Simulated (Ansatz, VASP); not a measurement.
## AlCo in VASP and in Ansatz

Contents of INCAR:

```
ALGO = Fast
EDIFF = 1E-7
ENCUT = 520
GGA = PS
ISIF = 2
ISMEAR = 0
LASPH = T
LCHARG = F
LREAL = F
LWAVE = F
NBANDS = 13
NELM = 80
PREC = Accurate
SIGMA = 0.15
```

KPOINTS

```
k-points
0
Gamma
  16 16 16
```

File POSCAR:

```
AlCo
1.0
    2.8194032100      0.0000000000      0.0000000000
    0.0000000000      2.8194032100      0.0000000000
    0.0000000000      0.0000000000      2.8194032100
Al Co
1 1
Direct
    0.0000000000      0.0000000000      0.0000000000
    0.4498399676      0.4498399676      0.4290630020
```

Input for Ansatz:

```yaml
crystal:
  lattice:
    - [2.81940321, 0.0, 0.0]
    - [0.0, 2.81940321, 0.0]
    - [0.0, 0.0, 2.81940321]
  atoms:
    - { symbol: Al, position: [0.0, 0.0, 0.0] }
    - { symbol: Co, position: [0.4498399676, 0.4498399676, 0.429063002] }
basis:
  ecutwfc: 420
kpoints:
  mp_grid: { grid: [16, 16, 16] }
hamiltonian:
  xc: pbesol
scf:
  occupations: { method: gaussian, width: 0.15 }
output:
  forces: true
  stress: true
  eigenvalues: true
```

Alike in both runs: task single point; functional PBEsol; k mesh 16 × 16 × 16; occupations gaussian, width 0.15 eV; no spin polarisation.

```csv
,VASP,Ansatz
version,VASP 6.6.1,Ansatz 0.2.0
potentials or method,"VASP PAW PBE potentials, release 64 (Al, Co), cutoff 520 eV","scalar-relativistic, plane waves, PAW"
valence electrons in the cell,12,20
```

```csv
,VASP,Ansatz,Ansatz less VASP
gap on the k mesh at the Fermi level (eV),none,none,-
pressure (GPa),7.6,7.5,-0.13
"traceless stress, the component that is largest in VASP (GPa)",5.55,5.51,-0.044
rms of the force components (eV/Å),1.520,1.510,-0.0102
```

VASP's potentials were made for PBE, not for PBEsol. Atom by atom the forces differ by 0.010 eV/Å (rms over components). A gap of «none» marks a metal or a gap that the smearing closes. VASP's potentials hold 12 valence electrons a cell and Ansatz's 20, so a difference there can come from the potentials and not from the codes.
